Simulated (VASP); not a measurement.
Set up this calculation in VASP 6.6.1, as the native input.

```
Task                   : single point
Functional             : PBEsol
Potentials or basis    : VASP PAW PBE potentials, release 64 (Br)
Cutoff                 : 520 eV
k mesh                 : 18 × 18 × 18
Occupations            : gaussian, width 0.1 eV
Spin                   : no spin polarisation
Dipole correction      : no
Further INCAR settings : ALGO = Normal; EDIFF = 1e-07; NBANDS = 10
```

The structure of Br lies in POSCAR:

```
Br
1.0
   -1.4031357736      1.4031357736      3.4726961111
    1.4031357736     -1.4031357736      3.4726961111
    1.4031357736      1.4031357736     -3.4726961111
Br
1
Direct
    0.0000000000      0.0000000000      0.0000000000
```

This cell differs from its parent crystal: strained.

These files were run (other wordings do the same):

INCAR

```
SYSTEM = Br
PREC = Accurate
ENCUT = 520
EDIFF = 1E-7
ISMEAR = 0
SIGMA = 0.1
LREAL = .FALSE.
LASPH = .TRUE.
NELM = 100
ALGO = Normal
ISIF = 2
LWAVE = .FALSE.
LCHARG = .FALSE.
GGA = PS
NBANDS = 10
```

KPOINTS

```
regular mesh
0
G
  18 18 18
  0 0 0
```

Potentials or basis: VASP PAW PBE potentials, release 64 (Br).

The run is started by

```bash
$ cat potpaw_PBE.64/Br/POTCAR > POTCAR
$ mpirun -np 1 vasp_std > vasp.out
```

Results of the run:

```yaml
Pressure: 0.6 GPa
```

Caveat: the cell differs from its parent crystal (strained); the PAW data sets were made with another functional, which shifts forces and pressure a little; an odd number of electrons without spin polarisation forces a metal; a magnetic or distorted state may lie lower.

Wall time 87 s on 1 thread of Intel(R) Xeon(R) Platinum 8559C (Emerald Rapids), with other jobs on the host, peak memory 0.26 GiB.
